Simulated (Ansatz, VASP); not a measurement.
**Te: VASP beside Ansatz**

```xyz
3
Lattice="4.4728 0.0000 0.0000 -2.2364 3.8736 0.0000 0.0000 0.0000 5.9447" Properties=species:S:1:pos:R:3 pbc="T T T"
Te    3.3322    0.0000    1.9816
Te   -1.6661    2.8858    3.9631
Te    0.5703    0.9878    0.0000
```

Change from the starting cell: volume scaled by 1.01.

Alike in both runs: task single point; functional LDA; k mesh 9 × 9 × 6; occupations fermi-dirac, width 0.08 eV; no spin polarisation.

|  | VASP | Ansatz |
| --- | --- | --- |
| version | VASP 6.6.1 | Ansatz 0.2.0 |
| potentials or method | VASP PAW LDA potentials, release 64 (Te), cutoff 520 eV | all-electron LAPW, scalar-relativistic |

|  | VASP | Ansatz | Ansatz less VASP |
| --- | --- | --- | --- |
| pressure (GPa) | -0.7 | -0.8 | -0.13 |
| traceless stress, the component that is largest in VASP (GPa) | 0.29 | 0.20 | -0.088 |
| rms of the force components (eV/Å) | 0.261 | 0.238 | -0.0229 |

LDA's correlation is that of Perdew and Zunger in VASP and of Perdew and Wang (1992) in Ansatz. Atom by atom the forces differ by 0.023 eV/Å (rms over components). Ansatz ran all-electron here, and VASP with PAW potentials.

Neither program's run includes spin-orbit coupling.
